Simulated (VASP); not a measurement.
Runs of VASP 6.6.1 on GaIr3. The structure is that of space group Cmmm (No. 65), or close to it. The cells are those of the table. The cell was generated, and may not be a known phase.

| task | spin | cell | k mesh | cutoff (eV) | gap on the mesh (eV) | pressure (GPa) |
| --- | --- | --- | --- | --- | --- | --- |
| single point | off | a = 4.684, b = 4.684, c = 2.768 Å, angles 90.0, 90.0, 107.2°, 4 atoms | 10 × 10 × 16 | 520 | none | 0.5 |
| single point | collinear | a = 4.685, b = 4.685, c = 2.773 Å, angles 90.0, 90.0, 107.2°, 4 atoms | 4 × 4 × 6 | 520 | none | 0.5 |
| single point | off | a = 4.613, b = 4.613, c = 2.681 Å, angles 90.0, 90.0, 107.4°, 4 atoms | 4 × 4 × 6 | 520 | none | (a) |
| relaxation of cell and atoms | off | relaxed from a = 4.613, b = 4.613, c = 2.681 Å, angles 90.0, 90.0, 107.4°, 4 atoms | 4 × 4 × 6 | 600 | none | -0.1 |
| single point | off | a = 4.685, b = 4.685, c = 2.773 Å, angles 90.0, 90.0, 107.2°, 4 atoms | 4 × 4 × 6 | 520 | none | 0.4 |

Alike in all rows: level PBE; potentials or basis VASP PAW PBE potentials, release 64 (Ga_d, Ir); smearing gaussian 0.1 eV.

Q: Estimate the missing entries.

A: (a) 22.5.

Caveats: some runs use coarse meshes; spin-orbit coupling is left out, which moves the levels of the heavy elements.

A k mesh can miss the band edges, and the runs leave out spin-orbit coupling on Ga, Ir.

A gap of «none» marks levels without a gap at the run's occupations.
